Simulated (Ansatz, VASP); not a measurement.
## One calculation of Mg5SiSb2, two programs

```
Mg Si Sb
1.0
     5.44488    0.00000    0.00000
     0.00000    5.44488    0.00000
     0.00000    0.00000    6.64752
Mg Si Sb
5 1 2
Cartesian
  0.0000 2.7224 0.0000
  2.7224 0.0000 0.0000
  0.0000 0.0000 3.3238
  0.0000 2.7224 3.3238
  2.7224 0.0000 3.3238
  0.0000 0.0000 0.0000
  2.7224 2.7224 5.0203
  2.7224 2.7224 1.6272
```

Alike in both runs: functional PBE; k mesh 4 × 4 × 2; occupations gaussian, width 0.1 eV; no spin polarisation.

Ansatz relaxed the structure, and its values are those at the end. VASP's run is a single point on that final structure, the one shown.

|  | VASP | Ansatz |
| --- | --- | --- |
| version | VASP 6.6.1 | Ansatz 0.2.0 |
| potentials or method | VASP PAW PBE potentials, release 64 (Mg, Si, Sb), cutoff 520 eV | scalar-relativistic, plane waves, PAW |
| valence electrons in the cell | 24 | 84 |

```tsv
	VASP	Ansatz	Ansatz less VASP
gap on the k mesh at the Fermi level (eV)	none	none	-
pressure (GPa)	0.0	0.0	+0.04
```

A gap of «none» marks a metal or a gap that the smearing closes. VASP's potentials hold 24 valence electrons a cell and Ansatz's 84, so a difference there can come from the potentials and not from the codes.

The k mesh is coarse, so the values compare programs but aren't converged. Spin-orbit coupling is off throughout.
